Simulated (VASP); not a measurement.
# BN: single point with PBEsol

Crystal: BN.

```
B N
1.0
     2.51231    0.00000    0.00000
    -1.25616    2.17572    0.00000
     0.00000    0.00000    6.68333
B N
2 2
Cartesian
  0.0000 1.4505 1.6708
  1.2562 0.7252 5.0125
  0.0000 1.4505 5.0125
  1.2562 0.7252 1.6708
```

This cell differs from its parent crystal: volume scaled by 1.01.

- Program: VASP 6.6.1
- Task: single point
- Functional: PBEsol
- Potentials or basis: VASP PAW PBE potentials, release 64 (B, N)
- Cutoff: 520 eV
- k mesh: 11 × 11 × 4
- Occupations: fermi-dirac, width 0.02 eV
- Spin: no spin polarisation
- Dipole correction: no
- Further INCAR settings: ALGO = Normal; EDIFF = 1e-06; NBANDS = 16

| Quantity | Value |
| --- | --- |
| Pressure | -1.6 GPa |
| Band gap on the k mesh | 4.22 eV, indirect (least direct gap 4.58 eV) |

Stress tensor (GPa, compression positive):
```
-2.78  0.00  0.00
 0.00 -2.78  0.00
 0.00  0.00  0.62
```

Levels at points of the mesh, in eV from the valence-band top:
```csv
k point,band 6,band 7,band 8,band 9,band 10,band 11
"(0.00, 0.00, 0.00)",-1.35,-1.31,-1.31,4.99,10.04,11.40
"(0.00, 0.00, 0.50)",-1.33,-1.33,-1.33,7.35,7.35,11.46
```

Wall time 21 s on 1 thread of Intel(R) Xeon(R) Platinum 8259CL CPU @ 2.50GHz (Skylake/Cascade Lake), with other jobs on the host, peak memory 0.15 GiB.

Caveat: the PAW data sets were made with another functional, which shifts forces and pressure a little; this functional lacks dispersion, which binds the layers, so the pressure and a relaxed spacing across them are unreliable. A k mesh can miss the band edges.
